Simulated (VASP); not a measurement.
# CdS (P6_3mc) in VASP: density of states with LDA

Aim: the density of states of CdS with LDA.

Everything below comes from runs of VASP 6.6.1. Logs are shortened: lines on timing, memory, paths and dates and some standing lists are left out, and cuts for length are marked.

### Step 1. The cell of the first run

Symmetry: P6_3mc, No. 186, hexagonal system. Conventional cell: a = 4.197 Å, b = 4.197 Å, c = 6.828 Å, α = 90.00°, β = 90.00°, γ = 120.00°. Within 3.4 Å of Cd (site symmetry 3m) lie 4 S at 2.57 Å. Within 3.4 Å of S (site symmetry 3m) lie 4 Cd at 2.57 Å.

### Step 2. Density of states, LDA

The input, POSCAR:

```
CdS
1.0
    4.1969590873      0.0000000000      0.0000000000
   -2.0984795437      3.6346731883      0.0000000000
    0.0000000000      0.0000000000      6.8279106676
Cd S
2 2
Direct
    0.3333333333      0.6666666667     -0.0008015542
    0.6666666667      0.3333333333      0.4991984458
    0.3333333333      0.6666666667      0.3758015542
    0.6666666667      0.3333333333      0.8758015542
```

The input, INCAR.step1:

```
SYSTEM = CdS
PREC = Accurate
ENCUT = 520
EDIFF = 1E-7
ISMEAR = 0
SIGMA = 0.02
LREAL = .FALSE.
LASPH = .TRUE.
NELM = 60
ALGO = Normal
ISIF = 2
LWAVE = .FALSE.
LCHARG = .TRUE.
GGA = CA
NBANDS = 26
```

The input, KPOINTS.step1:

```
regular mesh
0
G
  6 6 4
  0 0 0
```

The input, INCAR.step2:

```
SYSTEM = CdS
PREC = Accurate
ENCUT = 520
EDIFF = 1E-7
ISMEAR = -5
SIGMA = 0.02
LREAL = .FALSE.
LASPH = .TRUE.
NELM = 60
ALGO = Normal
ISIF = 2
LWAVE = .FALSE.
LCHARG = .FALSE.
GGA = CA
LORBIT = 11
NEDOS = 2001
ICHARG = 11
```

The input, KPOINTS.step2:

```
regular mesh
0
G
  9 9 6
  0 0 0
```

Potentials or basis: VASP PAW LDA potentials, release 64 (Cd, S).

On the command line:

```sh
$ cat potpaw_LDA.64/Cd/POTCAR potpaw_LDA.64/S/POTCAR > POTCAR
$ cp INCAR.step1 INCAR
$ cp KPOINTS.step1 KPOINTS
$ mpirun -np 1 vasp_std > vasp.out
$ cp INCAR.step2 INCAR
$ cp KPOINTS.step2 KPOINTS
$ mpirun -np 1 vasp_std > vasp.out
```

OUTCAR:

```text
SYSTEM = CdS
   PREC = Accurate
   ENCUT = 520
   EDIFF = 1E-7
   ISMEAR = -5
   LREAL = .FALSE.
   LASPH = .TRUE.
   NELM = 60
   ISIF = 2
   GGA = CA
   LORBIT = 11
   ICHARG = 11

 ion  position               nearest neighbor table
   1  0.333  0.667  0.999-   4 2.57   4 2.57   4 2.57   3 2.57
   2  0.667  0.333  0.499-   3 2.57   3 2.57   3 2.57   4 2.57
   3  0.333  0.667  0.376-   2 2.57   2 2.57   2 2.57   1 2.57
   4  0.667  0.333  0.876-   1 2.57   1 2.57   1 2.57   2 2.57

  LATTYP: Found a hexagonal cell.
 ALAT       =     4.1969590873
 C/A-ratio  =     1.6268709143

  Lattice vectors:

 A1 = (   4.1969590873,   0.0000000000,   0.0000000000)
 A2 = (  -2.0984795437,   3.6346731883,   0.0000000000)
 A3 = (   0.0000000000,   0.0000000000,   6.8279106676)

Analysis of symmetry for initial positions (statically):
=====================================================================
 Subroutine PRICEL returns:
 Original cell was already a primitive cell.

 Routine SETGRP: Setting up the symmetry group for a
 hexagonal supercell.

 Subroutine GETGRP returns: Found 12 space group operations
 (whereof  6 operations were pure point group operations)
 out of a pool of 24 trial point group operations.

The static configuration has the point symmetry C_3v.
 The point group associated with its full space group is C_6v.

Analysis of symmetry for dynamics (positions and initial velocities):
=====================================================================
 Subroutine PRICEL returns:
 Original cell was already a primitive cell.

 Routine SETGRP: Setting up the symmetry group for a
 hexagonal supercell.

 Subroutine GETGRP returns: Found 12 space group operations
 (whereof  6 operations were pure point group operations)
 out of a pool of 24 trial point group operations.

The dynamic configuration has the point symmetry C_3v.
 The point group associated with its full space group is C_6v.

 Subroutine INISYM returns: Found 12 space group operations
 (whereof  6 operations are pure point group operations),
 and found     1 'primitive' translations

----------------------------------------------------------------------------------------

                                     Primitive cell

  volume of cell :     104.1569

  direct lattice vectors                    reciprocal lattice vectors
     4.196959087  0.000000000  0.000000000     0.238267750  0.137563950  0.000000000
[... 101 lines left out ...]
   TEBEG  =    0.0;   TEEND  =   0.0 temperature during run
   PSTRESS=    0.0 pullay stress
   NELECT =      36.0000    total number of electrons
   NUPDOWN=      -1.0000    fix difference up-down
   EMIN   =  10.00;   EMAX   =-10.00  energy-range for DOS
   EFERMI =   0.00;   METHOD = LEGACY
   ISMEAR =    -5;   SIGMA  =   0.02  broadening in eV -4-tet -1-fermi 0-gaus
   EFERMI_NEDOS =   21; number of points for ismear=-14 and -15
   IALGO  =     38    algorithm
   IMIX   =      4    mixing-type and parameters
     AMIX     =   0.40;   BMIX     =  1.00
     AMIX_MAG =   1.60;   BMIX_MAG =  1.00
  volume/ion in A,a.u.               =      26.04       175.72
  Fermi-wavevector in a.u.,A,eV,Ry     =   1.148893  2.171093 17.959088  1.319956
  Thomas-Fermi vector in A             =   2.285566
   LORBIT       =     11    0 simple, 1 ext, 2 COOP (PROOUT), +10 PAW based schemes
   GGA     = CA    functional components
   LHFCALC =     F    Hartree Fock is set to
   AEXX    =    0.0000 exact exchange contribution
   IVDW    =     0    specifies the selected vdW correction
   LEPSILON=     F    determine dielectric tensor
   LRPA    =     F    only Hartree local field effects (RPA)
 non-spin polarized calculation
 Fermi weights with tetrahedron method with Bloechl corrections
  energy-cutoff  :      520.00
  volume of cell :      104.16
 maximum number of plane-waves:      2841
 NGX is ok and might be reduce to    32

 number of electron      36.0000002 magnetization

 Free energy of the ion-electron system (eV)
  ---------------------------------------------------
  ext. energy  EPLUGINS =         0.00000000
  ---------------------------------------------------
  free energy    TOTEN  =       -14.70188726 eV

  energy without entropy =      -14.70188726  energy(sigma->0) =      -14.70188726

 E-fermi :   0.7253     XC(G=0):  -9.3619

 val. band max:        0.7167870088   @ k =   0.0000   0.0000   0.0000
 cond. band min:       1.5713443498   @ k =   0.0000   0.0000   0.0000
 fundamental gap:      0.8545573410
 Fermi energy:         0.7253439248

 k-point     1 :       0.0000    0.0000    0.0000
  band No.  band energies     occupation
      1     -11.3541      2.00000
      2     -10.9498      2.00000
      3      -6.8762      2.00000
      4      -6.8695      2.00000
      5      -6.8695      2.00000
      6      -6.7949      2.00000
[... 589 lines left out ...]
     21       5.4225      0.00000
     22       7.4463      0.00000

 [... further k-points ...]

------------------------ aborting loop because EDIFF is reached ----------------------------------------

  FORCE on cell =-STRESS in cart. coord.  units (eV):
  Direction    XX          YY          ZZ          XY          YZ          ZX
  --------------------------------------------------------------------------------------
  -------------------------------------------------------------------------------------
  Total       -2.9475757     -2.9475757     -2.9178151      0.0000000     -0.0000000      0.0000000
  in kB      -45.3406369    -45.3406369    -44.8828491      0.0000000     -0.0000000      0.0000000
  external PRESSURE =     -45.1880410 kB  Pullay stress =       0.0000000 kB

 VOLUME and BASIS-vectors are now :
 -----------------------------------------------------------------------------
  energy-cutoff  :      520.00
  volume of cell :      104.16
      direct lattice vectors                 reciprocal lattice vectors
     4.196959087  0.000000000  0.000000000     0.238267750  0.137563950  0.000000000
    -2.098479544  3.634673188  0.000000000     0.000000000  0.275127900  0.000000000
     0.000000000  0.000000000  6.827910668     0.000000000  0.000000000  0.146457686

 POSITION                                       TOTAL-FORCE (eV/Angst)
 -----------------------------------------------------------------------------------
     -0.00000      2.42312      6.82244         0.000000     -0.000000     -0.001367
      2.09848      1.21156      3.40848        -0.000000      0.000000     -0.001367
     -0.00000      2.42312      2.56594        -0.000000      0.000000      0.001367
      2.09848      1.21156      5.97989        -0.000000      0.000000      0.001367
 -----------------------------------------------------------------------------------
    total drift:                               -0.000000     -0.000000     -0.000488

  FREE ENERGIE OF THE ION-ELECTRON SYSTEM (eV)
  ---------------------------------------------------
  free  energy   TOTEN  =       -14.7018872565 eV

  energy  without entropy=      -14.7018872565  energy(sigma->0) =      -14.70188726

 total charge

# of ion       s       p       d       tot
------------------------------------------
    1        0.432   0.305   9.552  10.289
    2        0.432   0.305   9.552  10.289
    3        1.326   2.353   0.000   3.679
    4        1.326   2.353   0.000   3.679
--------------------------------------------------
tot          3.515   5.317  19.104  27.936
```

OUTCAR.step1:

```text
SYSTEM = CdS
   PREC = Accurate
   ENCUT = 520
   EDIFF = 1E-7
   ISMEAR = 0
   LREAL = .FALSE.
   LASPH = .TRUE.
   NELM = 60
[... 834 lines left out ...]
      2.09848      1.21156      3.40848        -0.000000     -0.000000     -0.000252
     -0.00000      2.42312      2.56594        -0.000000      0.000000      0.000252
      2.09848      1.21156      5.97989         0.000000     -0.000000      0.000252
 -----------------------------------------------------------------------------------
    total drift:                               -0.000000     -0.000000     -0.001003

  FREE ENERGIE OF THE ION-ELECTRON SYSTEM (eV)
  ---------------------------------------------------
  free  energy   TOTEN  =       -14.6970843012 eV

  energy  without entropy=      -14.6970843012  energy(sigma->0) =      -14.69708430
```

OSZICAR.step1:

```text
N       E                     dE             d eps       ncg     rms          rms(c)
DAV:   1     0.245819943804E+03    0.24582E+03   -0.17499E+04  1100   0.127E+03
DAV:   2    -0.147251951284E+01   -0.24729E+03   -0.23828E+03  1184   0.319E+02
DAV:   3    -0.155896050692E+02   -0.14117E+02   -0.14027E+02  1294   0.760E+01
DAV:   4    -0.157342046799E+02   -0.14460E+00   -0.14447E+00  1226   0.745E+00
DAV:   5    -0.157363740001E+02   -0.21693E-02   -0.21692E-02  1326   0.911E-01    0.103E+01
DAV:   6    -0.147458360644E+02    0.99054E+00   -0.18068E+00  1444   0.139E+01    0.813E+00
DAV:   7    -0.147103521340E+02    0.35484E-01   -0.53747E-01  1146   0.402E+00    0.369E+00
DAV:   8    -0.146990615570E+02    0.11291E-01   -0.74341E-02  1134   0.256E+00    0.430E-01
DAV:   9    -0.146971428378E+02    0.19187E-02   -0.12599E-02  1276   0.133E+00    0.113E-01
DAV:  10    -0.146970648509E+02    0.77987E-04   -0.84453E-04  1212   0.280E-01    0.907E-02
DAV:  11    -0.146970823665E+02   -0.17516E-04   -0.94530E-05  1222   0.591E-02    0.837E-02
DAV:  12    -0.146970894219E+02   -0.70554E-05   -0.50422E-05  1138   0.402E-02    0.481E-02
DAV:  13    -0.146970843045E+02    0.51174E-05   -0.22446E-05  1162   0.507E-02    0.607E-03
DAV:  14    -0.146970843536E+02   -0.49105E-07   -0.10447E-06  1244   0.104E-02    0.426E-03
DAV:  15    -0.146970843012E+02    0.52391E-07   -0.12523E-07   786   0.328E-03
   1 F= -.14697084E+02 E0= -.14697084E+02  d E =-.974695E-13
```

It took 2.9 min on 1 thread of AMD EPYC 7R43 (Zen 3), shared host; peak memory 0.19 GiB.

What came out:

- Valence electrons inside the program's atomic spheres: Cd 10.29; S 3.68

Levels at points of the mesh, in eV from the valence-band top:
```
           k point  band 14  band 15  band 16  band 17  band 18  band 19  band 20  band 21  band 22
(0.00, 0.00, 0.00)    -0.71    -0.71    -0.04     0.00     0.00     0.85     2.51     6.29     6.29
(0.00, 0.00, 0.50)    -2.45    -0.37    -0.37    -0.37    -0.37     2.54     2.54     5.92     5.92
```
